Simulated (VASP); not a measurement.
Here is a VASP 6.6.1 calculation.

File INCAR:

```
  ALGO = Normal
  EDIFF = 1E-6
  ENCUT = 520
  GGA = PS
  ISIF = 2
  ISMEAR = 0
  LASPH = True
  LCHARG = False
  LREAL = False
  LWAVE = False
  NBANDS = 16
  NELM = 60
  PREC = Accurate
  SIGMA = 0.15
```

The input KPOINTS:

```
k-points
0
Gamma
  16 16 16
```

File POSCAR:

```
InSb
1.0
    0.0000000000      3.2599290654      3.2599290654
    3.0643333215      0.0000000000      3.2599290654
    3.0643333215      3.2599290654      0.0000000000
In Sb
1 1
Direct
    0.0000000000      0.0000000000      0.0000000000
    0.7500000000      0.7500000000      0.7500000000
```

Potentials or basis: VASP PAW PBE potentials, release 64 (In_d, Sb).

Command:

```console
$ cat potpaw_PBE.64/In_d/POTCAR potpaw_PBE.64/Sb/POTCAR > POTCAR
$ mpirun -np 1 vasp_std > vasp.out
```

Problem. Estimate the band gap on the k mesh.

Solution. 0.16 eV (least direct gap 0.22 eV).

Problem. Estimate the pressure.

Solution. 3.0 GPa.

Stress tensor (GPa, compression positive):
```
3.95 0.00 0.00
0.00 2.52 0.00
0.00 0.00 2.52
```

Caveat: the cell differs from its parent crystal (strain -0.0600 x Voigt [1, 0, 0, 0, 0, 0]); semilocal functionals underestimate gaps, and a narrow one can read as zero; the PAW data sets were made with another functional, which shifts forces and pressure a little; spin-orbit coupling is left out, which moves the levels of the heavy elements. A k mesh can miss the band edges.
